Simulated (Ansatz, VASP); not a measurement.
# One calculation of Pt, two programs

```
CELL_PARAMETERS angstrom
2.72090 0.00000 0.00000
-1.36045 2.35637 0.00000
0.00000 0.00000 4.64371
ATOMIC_POSITIONS crystal
Pt 0.66667 0.33333 0.75000
Pt 0.33333 0.66667 0.25000
```

Alike in both runs: functional LDA; k mesh 18 × 18 × 10; occupations fermi-dirac, width 0.15 eV; no spin polarisation.

Ansatz relaxed the structure, and its values are those at the end. VASP's run is a single point on that final structure, the one shown.

|  | VASP | Ansatz |
| --- | --- | --- |
| version | VASP 6.6.1 | Ansatz 0.2.0 |
| potentials or method | VASP PAW LDA potentials, release 64 (Pt), cutoff 520 eV | scalar-relativistic, plane waves, PAW |
| valence electrons in the cell | 20 | 36 |

Ansatz gave:

* gap on the k mesh at the Fermi level (eV): none
* pressure (GPa): 0.0

Question: Which values does VASP return?

Answer: gap on the k mesh at the Fermi level (eV): none; pressure (GPa): 0.8.

LDA's correlation is that of Perdew and Zunger in VASP and of Perdew and Wang (1992) in Ansatz. A gap of «none» marks a metal or a gap that the smearing closes. VASP's potentials hold 20 valence electrons a cell and Ansatz's 36, so a difference there can come from the potentials and not from the codes.

Spin-orbit coupling is off throughout.
